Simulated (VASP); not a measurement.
A run of VASP 6.6.1:

The input INCAR:

```
  PREC = Accurate
  ENCUT = 520
  EDIFF = 1E-6
  ISMEAR = 0
  SIGMA = 0.012
  LREAL = False
  LASPH = True
  NELM = 80
  ALGO = Fast
  ISIF = 2
  LWAVE = False
  LCHARG = False
  GGA = PE
  NBANDS = 18
```

File KPOINTS:

```
regular mesh
0
Gamma
  10 10 10
```

The input POSCAR:

```
TiAl3
1.0
   -1.9111067713      1.9111067713      4.2806687947
    1.9111067713     -1.9111067713      4.2806687947
    1.9111067713      1.9111067713     -4.2806687947
Ti Al
1 3
Direct
    0.0000000000      0.0000000000      0.0000000000
    0.2500000000      0.7500000000      0.5000000000
    0.7500000000      0.2500000000      0.5000000000
    0.5000000000      0.5000000000      0.0000000000
```

Potentials or basis: VASP PAW PBE potentials, release 64 (Ti_sv, Al).

Launch:

```bash
$ cat potpaw_PBE.64/Ti_sv/POTCAR potpaw_PBE.64/Al/POTCAR > POTCAR
$ mpirun -np 1 vasp_std > vasp.out
```

Hardware: 1 thread of Intel(R) Xeon(R) 6975P-C (Granite Rapids), with other jobs on the host.

Task: How long does it take, and how much memory?

Result: It took 3.7 min on 1 thread of Intel(R) Xeon(R) 6975P-C (Granite Rapids), with other jobs on the host, peak memory 0.31 GiB. Counts: scf iterations 28, k points 102.
